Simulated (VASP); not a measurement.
Input of a VASP 6.6.1 run:

Contents of INCAR:

```
PREC     = Accurate       # precision mode
ENCUT    = 600            # plane-wave cutoff, eV
EDIFF    = 1E-7           # SCF threshold, eV
ISMEAR   = -1             # smearing method
SIGMA    = 0.05           # smearing width, eV
LREAL    = F              # projectors in reciprocal space
LASPH    = T              # aspherical terms in the spheres
NELM     = 60             # most SCF steps
ALGO     = Normal         # electronic algorithm
ISIF     = 3              # what is computed and relaxed
LWAVE    = F              # write WAVECAR
LCHARG   = F              # write CHGCAR
GGA      = PS             # functional
IBRION   = 2              # ionic algorithm
NSW      = 100            # ionic steps
EDIFFG   = -0.005         # ionic threshold
```

The input KPOINTS:

```
regular mesh
0
Gamma
  14 14 14
```

Contents of POSCAR:

```
Pt
1.0
    0.0000000000      1.9609000000      1.9609000000
    1.9609000000      0.0000000000      1.9609000000
    1.9609000000      1.9609000000      0.0000000000
Pt
1
Direct
    0.0000000000      0.0000000000      0.0000000000
```

Potentials or basis: VASP PAW PBE potentials, release 64 (Pt).

The run is started by

```sh
$ cat potpaw_PBE.64/Pt/POTCAR > POTCAR
$ mpirun -np 1 vasp_std > vasp.out
```

Problem. Estimate the relaxed volume.

Solution. 15.02 Å³/atom.

Problem. Predict the band gap on the k mesh.

Solution. Zero (band 5 reaches 11.68 eV, above the bottom of band 6 at 9.43 eV).

Problem. Predict the relaxed cell.

Solution. a = 2.769 Å, b = 2.769 Å, c = 2.769 Å, α = 60.00°, β = 60.00°, γ = 60.00°.

Problem. Predict the space group after relaxing (to 0.05 Å).

Solution. Fm-3m (No. 225).

The path:
```tsv
step	energy change (eV)	largest force (eV/Å)	pressure (GPa)	volume (Å³)
1	0.0000	0.0000	-1.21	15.08
2	0.0018	0.0000	3.68	14.83
3	-0.0002	0.0000	0.00	15.02
```

Caveat: the PAW data sets were made with another functional, which shifts forces and pressure a little; spin-orbit coupling is left out, which moves the levels of the heavy elements.
